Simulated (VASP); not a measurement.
# ZnS (Imm2) in VASP: single point with PBE

Aim: the single point of ZnS with PBE.

Program: VASP 6.6.1. These are calculated values, not measurements. Logs are shortened: lines on timing, memory, paths and dates and some standing lists are left out, and cuts for length are marked.

### 1 The cell of the first run

The structure is orthorhombic, space group Imm2 (No. 44). Conventional cell: a = 3.849 Å, b = 3.849 Å, c = 21.773 Å, α = 90.00°, β = 90.00°, γ = 90.00°. Within 3.1 Å of Zn (site symmetry mm2) lie 4 S at 2.36 Å and 1 Zn at 2.72 Å. Within 3.1 Å of Zn (site symmetry mm2) lie 4 S at 2.36 Å and 1 Zn at 2.72 Å. Zn (site symmetry mm2) has 4 S at 2.36 Å within 3.1 Å. Within 3.1 Å of Zn (site symmetry mm2) lie 4 S at 2.36 Å. S (site symmetry mm2) has 4 Zn at 2.36 Å within 3.1 Å. S (site symmetry mm2) has 4 Zn at 2.36 Å within 3.1 Å. Within 3.1 Å of S (site symmetry mm2) lie 4 Zn at 2.36 Å and 1 S at 2.72 Å. S (site symmetry mm2) has 4 Zn at 2.36 Å and 1 S at 2.72 Å within 3.1 Å.

### 2 Single point, PBE (the part above a cut slid along it)

The input, INCAR:

```
SYSTEM = ZnS
PREC = Accurate ; ENCUT = 520
EDIFF = 1E-6 ; ISMEAR = 0
SIGMA = 0.05 ; LREAL = .False.
LASPH = .True. ; NELM = 100
ALGO = Normal ; ISIF = 2
LWAVE = .False. ; LCHARG = .False.
GGA = PE ; NBANDS = 46
ISYM = 0
```

The input, KPOINTS:

```
regular mesh
0
Gamma
  7 7 3
  0 0 0
```

The input, POSCAR:

```
ZnS
1.0
   -2.7215639849     -2.7215639849      0.0000000000
    2.7215639849     -2.7215639849      0.0000000000
   -2.7215639849      0.0000000000     10.8862559397
Zn S
4 4
Direct
   -0.4687500000      1.4687500000      0.9375000000
    0.4062500000      0.5937500000      0.1875000000
   -0.2187500000      0.2187500000      0.4375000000
    0.1562500000      0.8437500000      0.6875000000
    0.3437500000      0.1562500000      0.3125000000
   -0.2812500000      0.7812500000      0.5625000000
    0.0937500000      0.4062500000      0.8125000000
   -0.0312500000      0.5312500000      0.0625000000
```

Potentials or basis: VASP PAW PBE potentials, release 64 (Zn, S).

Started as:

```console
$ cat potpaw_PBE.64/Zn/POTCAR potpaw_PBE.64/S/POTCAR > POTCAR
$ mpirun -np 1 vasp_std > vasp.out
```

OUTCAR:

```text
SYSTEM = ZnS
   PREC = Accurate
   ENCUT = 520
   EDIFF = 1E-6
   ISMEAR = 0
   LREAL = .False.
   LASPH = .True.
   NELM = 100
   ISIF = 2
   GGA = PE
   ISYM = 0

 ion  position               nearest neighbor table
   1  0.531  0.469  0.938-   7 2.36   7 2.36   8 2.36   8 2.36   2 2.72
   2  0.406  0.594  0.188-   8 2.36   5 2.36   5 2.36   8 2.36   1 2.72
   3  0.781  0.219  0.438-   5 2.36   6 2.36   5 2.36   6 2.36
   4  0.156  0.844  0.688-   6 2.36   7 2.36   6 2.36   7 2.36
   5  0.344  0.156  0.312-   2 2.36   3 2.36   2 2.36   3 2.36
   6  0.719  0.781  0.562-   3 2.36   4 2.36   3 2.36   4 2.36
   7  0.094  0.406  0.812-   1 2.36   4 2.36   4 2.36   1 2.36   8 2.72
   8  0.969  0.531  0.062-   1 2.36   1 2.36   2 2.36   2 2.36   7 2.72

IMPORTANT INFORMATION: All symmetrisations will be switched off!
NOSYMM: (Re-)initialisation of all symmetry stuff for point group C_1.

----------------------------------------------------------------------------------------

                                     Primitive cell

  volume of cell :     161.2670

  direct lattice vectors                    reciprocal lattice vectors
    -2.721563985 -2.721563985  0.000000000    -0.183717893 -0.183717893 -0.045929473
     2.721563985 -2.721563985  0.000000000     0.183717893 -0.183717893  0.045929473
    -2.721563985  0.000000000 10.886255940     0.000000000  0.000000000  0.091858946

  length of vectors
     3.848872698  3.848872698 11.221295777     0.263844736  0.263844736  0.091858946

  position of ions in fractional coordinates (direct lattice)
     0.531250000  0.468750000  0.937500000
     0.406250000  0.593750000  0.187500000
     0.781250000  0.218750000  0.437500000
     0.156250000  0.843750000  0.687500000
     0.343750000  0.156250000  0.312500000
     0.718750000  0.781250000  0.562500000
     0.093750000  0.406250000  0.812500000
     0.968750000  0.531250000  0.062500000

  ion indices of the primitive-cell ions
   primitive index   ion index
                 1           1
                 2           2
                 3           3
                 4           4
                 5           5
                 6           6
                 7           7
                 8           8

----------------------------------------------------------------------------------------

 KPOINTS: regular mesh

Automatic generation of k-mesh.
 Grid dimensions read from file:
 generate k-points for:    7    7    3

[... 90 lines left out ...]
   NFREE  =      0    steps in history (QN), initial steepest desc. (CG)
   ISIF   =      2    stress and relaxation
   ISYM   =      0    0-nonsym 1-usesym 2-fastsym
   POTIM  = 0.5000    time-step for ionic-motion
   TEBEG  =    0.0;   TEEND  =   0.0 temperature during run
   PSTRESS=    0.0 pullay stress
   NELECT =      72.0000    total number of electrons
   NUPDOWN=      -1.0000    fix difference up-down
   EMIN   =  10.00;   EMAX   =-10.00  energy-range for DOS
   EFERMI =   0.00;   METHOD = LEGACY
   ISMEAR =     0;   SIGMA  =   0.05  broadening in eV -4-tet -1-fermi 0-gaus
   EFERMI_NEDOS =   21; number of points for ismear=-14 and -15
   IALGO  =     38    algorithm
   IMIX   =      4    mixing-type and parameters
     AMIX     =   0.40;   BMIX     =  1.00
     AMIX_MAG =   1.60;   BMIX_MAG =  1.00
  volume/ion in A,a.u.               =      20.16       136.04
  Fermi-wavevector in a.u.,A,eV,Ry     =   1.251230  2.364482 21.300959  1.565576
  Thomas-Fermi vector in A             =   2.385187
   LORBIT       =      0    0 simple, 1 ext, 2 COOP (PROOUT), +10 PAW based schemes
   GGA     = PE    functional components
   LHFCALC =     F    Hartree Fock is set to
   AEXX    =    0.0000 exact exchange contribution
   IVDW    =     0    specifies the selected vdW correction
   LEPSILON=     F    determine dielectric tensor
   LRPA    =     F    only Hartree local field effects (RPA)
 non-spin polarized calculation
 Gauss-broadening in eV      SIGMA  =   0.05
  energy-cutoff  :      520.00
  volume of cell :      161.27
 maximum number of plane-waves:      4368
 NGX is ok and might be reduce to    30
   NGX = 15   NGY = 15   NGZ = 41

 number of electron      72.0000040 magnetization

 Free energy of the ion-electron system (eV)
  ---------------------------------------------------
  ext. energy  EPLUGINS =         0.00000000
  ---------------------------------------------------
  free energy    TOTEN  =       -24.97638884 eV

  energy without entropy =      -24.97638484  energy(sigma->0) =      -24.97638684

 E-fermi :   2.6048     XC(G=0):  -9.5123

 val. band max:        2.4876663385   @ k =   0.1429   0.0000   0.0000
 cond. band min:       2.7121790867   @ k =   0.0000   0.0000   0.0000
 fundamental gap:      0.2245127482
 Fermi energy:         2.6048387419

 k-point     1 :       0.0000    0.0000    0.0000
  band No.  band energies     occupation
      1     -11.4554      2.00000
      2     -10.5975      2.00000
      3     -10.3578      2.00000
      4      -9.6466      2.00000
      5      -5.3060      2.00000
      6      -5.2062      2.00000
[... 1165 lines left out ...]
     45       9.1982      0.00000
     46       9.8275      0.00000

 [... further k-points ...]

------------------------ aborting loop because EDIFF is reached ----------------------------------------

  FORCE on cell =-STRESS in cart. coord.  units (eV):
  Direction    XX          YY          ZZ          XY          YZ          ZX
  --------------------------------------------------------------------------------------
  -------------------------------------------------------------------------------------
  Total       -0.5926939     -0.5951103     11.0088562     -1.5807701      0.0003534     -0.0005370
  in kB       -5.8883747     -5.9123811    109.3722506    -15.7048456      0.0035106     -0.0053353
  external PRESSURE =      32.5238316 kB  Pullay stress =       0.0000000 kB

 VOLUME and BASIS-vectors are now :
 -----------------------------------------------------------------------------
  energy-cutoff  :      520.00
  volume of cell :      161.27
      direct lattice vectors                 reciprocal lattice vectors
    -2.721563985 -2.721563985  0.000000000    -0.183717893 -0.183717893 -0.045929473
     2.721563985 -2.721563985  0.000000000     0.183717893 -0.183717893  0.045929473
    -2.721563985  0.000000000 10.886255940     0.000000000  0.000000000  0.091858946

 POSITION                                       TOTAL-FORCE (eV/Angst)
 -----------------------------------------------------------------------------------
     -2.72156     -2.72156     10.20586        -0.000312     -0.000057     -0.704984
     -0.00000     -2.72156      2.04117         0.000287      0.000078      1.149728
     -2.72156     -2.72156      4.76274        -0.000297     -0.000001     -0.021758
     -0.00000     -2.72156      7.48430         0.000392      0.000015     -0.364360
     -1.36078     -1.36078      3.40195         0.000068     -0.000004      0.024236
     -1.36078     -4.08235      6.12352        -0.000131      0.000066     -0.003538
     -1.36078     -1.36078      8.84508        -0.000190      0.000058     -2.561284
     -1.36078     -4.08235      0.68039         0.000184     -0.000155      2.481959
 -----------------------------------------------------------------------------------
    total drift:                                0.000345     -0.000086     -0.000133

  FREE ENERGIE OF THE ION-ELECTRON SYSTEM (eV)
  ---------------------------------------------------
  free  energy   TOTEN  =       -24.9763888417 eV

  energy  without entropy=      -24.9763848438  energy(sigma->0) =      -24.97638684
```

Run time: 12 min. Hardware: 1 thread of Intel Xeon 8259CL, shared host; peak memory 0.53 GiB.

What came out:

```yaml
Free_energy: -24.9764 eV
Pressure: 3.3 GPa
Largest_force: 2.561 eV/Å
Band_gap_on_the_k_mesh: 0.22 eV (least direct gap 0.23 eV)
```

Forces in eV/Å, atoms in the order of the input:
```
Zn   0.000  0.000 -0.705
Zn   0.000  0.000  1.150
Zn   0.000  0.000 -0.022
Zn   0.000  0.000 -0.364
S    0.000  0.000  0.024
S    0.000  0.000 -0.004
S    0.000  0.000 -2.561
S    0.000  0.000  2.482
```

Levels at points of the mesh, in eV from the valence-band top:
```tsv
k point	band 32	band 33	band 34	band 35	band 36	band 37	band 38	band 39	band 40	band 41
(0.00, 0.00, 0.00)	-0.97	-0.92	-0.80	-0.54	-0.01	0.22	2.59	2.90	3.63	3.80
```

Caveat: the cell differs from its parent crystal (the part above a cut slid along it); the stress differs along the axes, from -1 to 11 GPa; semilocal functionals underestimate gaps, and a narrow one can read as zero; forces of over 1 eV/Å act on the atoms, so gaps and moduli don't describe the material at rest. A k mesh can miss the band edges.
